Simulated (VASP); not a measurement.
# AgI (P6_3mc) in VASP: settings compared, part 2 of 2

VASP 6.6.1. Earlier steps stand in the parts before.

**3. Relaxation of cell and atoms, LDA**

Input file INCAR:

```
SYSTEM = AgI
PREC = Accurate
ENCUT = 500
EDIFF = 1E-7
ISMEAR = -1
SIGMA = 0.02
LREAL = .FALSE.
LASPH = .TRUE.
NELM = 120
ALGO = Normal
ISIF = 3
LWAVE = .FALSE.
LCHARG = .FALSE.
GGA = CA
IBRION = 2
NSW = 80
EDIFFG = -0.005
GGA_COMPAT = .FALSE.
NELMIN = 4
```

Input file KPOINTS:

```
regular mesh
0
G
  6 6 4
  0 0 0
```

Input file POSCAR:

```
AgI
1.0
    4.6858691312      0.0000000000      0.0000000000
   -2.3429345656      4.0580817065      0.0000000000
    0.0000000000      0.0000000000      7.6644342282
Ag I
2 2
Direct
    0.6666666667      0.3333333333      0.6276565509
    0.3333333333      0.6666666667      0.1276565509
    0.6666666667      0.3333333333      0.0023434491
    0.3333333333      0.6666666667      0.5023434491
```

Potentials or basis: VASP PAW LDA potentials, release 64 (Ag, I).

Command:

```
$ cat potpaw_LDA.64/Ag/POTCAR potpaw_LDA.64/I/POTCAR > POTCAR
$ mpirun -np 1 vasp_std > vasp.out
```

OUTCAR:

```text
SYSTEM = AgI
   PREC = Accurate
   ENCUT = 500
   EDIFF = 1E-7
   ISMEAR = -1
   LREAL = .FALSE.
   LASPH = .TRUE.
   NELM = 120
   ISIF = 3
   GGA = CA
   IBRION = 2
   NSW = 80
   EDIFFG = -0.005
   NELMIN = 4

 ion  position               nearest neighbor table
   1  0.667  0.333  0.628-   4 2.87   4 2.87   4 2.87   3 2.87
   2  0.333  0.667  0.128-   3 2.87   3 2.87   3 2.87   4 2.87
   3  0.667  0.333  0.002-   2 2.87   2 2.87   2 2.87   1 2.87
   4  0.333  0.667  0.502-   1 2.87   1 2.87   1 2.87   2 2.87

  LATTYP: Found a hexagonal cell.
 ALAT       =     4.6858691312
 C/A-ratio  =     1.6356483746

  Lattice vectors:

 A1 = (   4.6858691312,   0.0000000000,   0.0000000000)
 A2 = (  -2.3429345656,   4.0580817065,   0.0000000000)
 A3 = (   0.0000000000,   0.0000000000,   7.6644342282)

Analysis of symmetry for initial positions (statically):
=====================================================================
 Subroutine PRICEL returns:
 Original cell was already a primitive cell.

 Routine SETGRP: Setting up the symmetry group for a
 hexagonal supercell.

 Subroutine GETGRP returns: Found 12 space group operations
 (whereof  6 operations were pure point group operations)
 out of a pool of 24 trial point group operations.

The static configuration has the point symmetry C_3v.
 The point group associated with its full space group is C_6v.

Analysis of symmetry for dynamics (positions and initial velocities):
=====================================================================
 Subroutine PRICEL returns:
 Original cell was already a primitive cell.

 Routine SETGRP: Setting up the symmetry group for a
 hexagonal supercell.

 Subroutine GETGRP returns: Found 12 space group operations
 (whereof  6 operations were pure point group operations)
 out of a pool of 24 trial point group operations.

[... 105 lines left out ...]
   IBRION =      2    ionic relax: 0-MD 1-quasi-New 2-CG
   NFREE  =      1    steps in history (QN), initial steepest desc. (CG)
   ISIF   =      3    stress and relaxation
   ISYM   =      2    0-nonsym 1-usesym 2-fastsym
   POTIM  = 0.5000    time-step for ionic-motion
   TEBEG  =    0.0;   TEEND  =   0.0 temperature during run
   PSTRESS=    0.0 pullay stress
   NELECT =      36.0000    total number of electrons
   NUPDOWN=      -1.0000    fix difference up-down
   EMIN   =  10.00;   EMAX   =-10.00  energy-range for DOS
   EFERMI =   0.00;   METHOD = LEGACY
   ISMEAR =    -1;   SIGMA  =   0.02  broadening in eV -4-tet -1-fermi 0-gaus
   EFERMI_NEDOS =   21; number of points for ismear=-14 and -15
   IALGO  =     38    algorithm
   IMIX   =      4    mixing-type and parameters
     AMIX     =   0.40;   BMIX     =  1.00
     AMIX_MAG =   1.60;   BMIX_MAG =  1.00
  volume/ion in A,a.u.               =      36.44       245.88
  Fermi-wavevector in a.u.,A,eV,Ry     =   1.027177  1.941083 14.355408  1.055093
  Thomas-Fermi vector in A             =   2.161108
   LORBIT       =      0    0 simple, 1 ext, 2 COOP (PROOUT), +10 PAW based schemes
   GGA     = CA    functional components
   LHFCALC =     F    Hartree Fock is set to
   AEXX    =    0.0000 exact exchange contribution
   IVDW    =     0    specifies the selected vdW correction
   LEPSILON=     F    determine dielectric tensor
   LRPA    =     F    only Hartree local field effects (RPA)
 conjugate gradient relaxation of ions
 non-spin polarized calculation
  energy-cutoff  :      500.00
  volume of cell :      145.74
 maximum number of plane-waves:      3730
 NGX is ok and might be reduce to    36
   NGX = 17   NGY = 17   NGZ = 27

--------------------------------------- Ionic step        1  -------------------------------------------

 number of electron      35.9999997 magnetization

 Free energy of the ion-electron system (eV)
  ---------------------------------------------------
  ext. energy  EPLUGINS =         0.00000000
  ---------------------------------------------------
  free energy    TOTEN  =       -12.00494873 eV

  energy without entropy =      -12.00494873  energy(sigma->0) =      -12.00494873

------------------------ aborting loop because EDIFF is reached ----------------------------------------

  FORCE on cell =-STRESS in cart. coord.  units (eV):
  Direction    XX          YY          ZZ          XY          YZ          ZX
  --------------------------------------------------------------------------------------
  -------------------------------------------------------------------------------------
  Total       -3.4357608     -3.4357608     -3.4729950      0.0000000      0.0000000      0.0000000
  in kB      -37.7696067    -37.7696067    -38.1789252      0.0000000      0.0000000      0.0000000
  external PRESSURE =     -37.9060462 kB  Pullay stress =       0.0000000 kB
[... 63 lines left out ...]
--------------------------------------- Ionic step        3  -------------------------------------------

 number of electron      35.9999994 magnetization

 Free energy of the ion-electron system (eV)
  ---------------------------------------------------
  ext. energy  EPLUGINS =         0.00000000
  ---------------------------------------------------
  free energy    TOTEN  =       -12.24778015 eV

  energy without entropy =      -12.24778015  energy(sigma->0) =      -12.24778015

 E-fermi :   4.1193     XC(G=0):  -9.1573

 val. band max:        3.7179574234   @ k =   0.0000   0.0000   0.0000
 cond. band min:       4.8456906828   @ k =   0.0000   0.0000   0.0000
 fundamental gap:      1.1277332594
 Fermi energy:         4.1193422984

 k-point     1 :       0.0000    0.0000    0.0000
  band No.  band energies     occupation
      1      -9.5458      2.00000
      2      -9.1873      2.00000
      3      -0.9616      2.00000
      4      -0.9555      2.00000
      5      -0.9555      2.00000
      6      -0.9525      2.00000
[... 545 lines left out ...]
  FREE ENERGIE OF THE ION-ELECTRON SYSTEM (eV)
  ---------------------------------------------------
  free  energy   TOTEN  =       -12.2477801494 eV

  energy  without entropy=      -12.2477801493  energy(sigma->0) =      -12.24778015

 reached required accuracy - stopping structural energy minimisation
```

OSZICAR:

```text
N       E                     dE             d eps       ncg     rms          rms(c)
DAV:   1     0.200990340079E+03    0.20099E+03   -0.15213E+04   924   0.135E+03
DAV:   2    -0.807658157532E+00   -0.20180E+03   -0.19675E+03  1068   0.254E+02
DAV:   3    -0.119726349325E+02   -0.11165E+02   -0.11118E+02  1116   0.597E+01
[... 33 lines left out ...]
DAV:   5    -0.122477814123E+02    0.85626E-05   -0.81887E-05   984   0.931E-02    0.298E-02
DAV:   6    -0.122477830246E+02   -0.16123E-05   -0.11098E-05   996   0.340E-02    0.174E-02
DAV:   7    -0.122477799365E+02    0.30881E-05   -0.11763E-05   948   0.447E-02    0.317E-03
DAV:   8    -0.122477802018E+02   -0.26522E-06   -0.32046E-06   954   0.965E-03    0.526E-03
DAV:   9    -0.122477801494E+02    0.52409E-07   -0.46165E-07   952   0.367E-03
   3 F= -.12247780E+02 E0= -.12247780E+02  d E =-.242831E+00
```

CONTCAR:

```text
AgI
   1.00000000000000
     4.4867860904272616    0.0000000000000000    0.0000000000000000
    -2.2433930452136308    3.8856707357190450   -0.0000000000000000
     0.0000000000000000    0.0000000000000000    7.3352754458424023
  Ag              I
     2     2
Direct
     0.6666666667000030    0.3333333332999970    0.6276055994712124
     0.3333333332999970    0.6666666667000030    0.1276055994712124
     0.6666666667000030    0.3333333332999970    0.0023944005287901
     0.3333333332999970    0.6666666667000030    0.5023944005287901

  0.00000000E+00  0.00000000E+00  0.00000000E+00
  0.00000000E+00  0.00000000E+00  0.00000000E+00
  0.00000000E+00  0.00000000E+00  0.00000000E+00
  0.00000000E+00  0.00000000E+00  0.00000000E+00
```

Run time: 67 s. Hardware: 1 thread of Intel Xeon 6975P-C (Granite Rapids), shared host; peak memory 0.25 GiB.

What came out:

| Property | Result |
| --- | --- |
| Free energy | -12.2478 eV |
| Relaxed volume | 31.97 Å³/atom |
| Relaxed cell | a = 4.487 Å, b = 4.487 Å, c = 7.335 Å, α = 90.00°, β = 90.00°, γ = 120.00° |
| Space group after relaxing (to 0.1 Å) | P6_3mc (No. 186) |
| Energy gained by relaxing | 60.7 meV/atom |
| Ionic steps | 3 |
| Pressure after relaxing | 0.0 GPa |
| Band gap on the k mesh | 1.13 eV |

Step by step:
| step | energy change (eV) | largest force (eV/Å) | pressure (GPa) | volume (Å³) |
| --- | --- | --- | --- | --- |
| 1 | 0.0000 | 0.0079 | -3.79 | 145.74 |
| 2 | -0.2427 | 0.0008 | -0.14 | 128.31 |
| 3 | -0.2428 | 0.0006 | 0.01 | 127.88 |

Final structure:
```xyz
4
Lattice="4.4868 0.0000 0.0000 -2.2434 3.8857 0.0000 0.0000 0.0000 7.3353" Properties=species:S:1:pos:R:3 pbc="T T T"
Ag    2.2434    1.2952    4.6037
Ag    0.0000    2.5904    0.9360
I     2.2434    1.2952    0.0176
I     0.0000    2.5904    3.6852
```

Levels at points of the mesh, in eV from the valence-band top:
| k point | band 15 | band 16 | band 17 | band 18 | band 19 | band 20 | band 21 | band 22 |
| --- | --- | --- | --- | --- | --- | --- | --- | --- |
| (0.00, 0.00, 0.00) | -0.83 | -0.09 | 0.00 | 0.00 | 1.13 | 2.40 | 5.51 | 5.51 |
| (0.50, 0.00, 0.00) | -2.53 | -2.06 | -1.23 | -0.83 | 3.19 | 3.33 | 4.54 | 5.85 |
| (0.00, 0.00, 0.50) | -0.43 | -0.43 | -0.43 | -0.43 | 2.48 | 2.48 | 5.45 | 5.45 |
| (0.50, 0.00, 0.50) | -1.44 | -1.44 | -1.43 | -1.43 | 3.00 | 3.00 | 4.64 | 4.64 |

Caveat: spin-orbit coupling is left out, which moves the levels of the heavy elements.
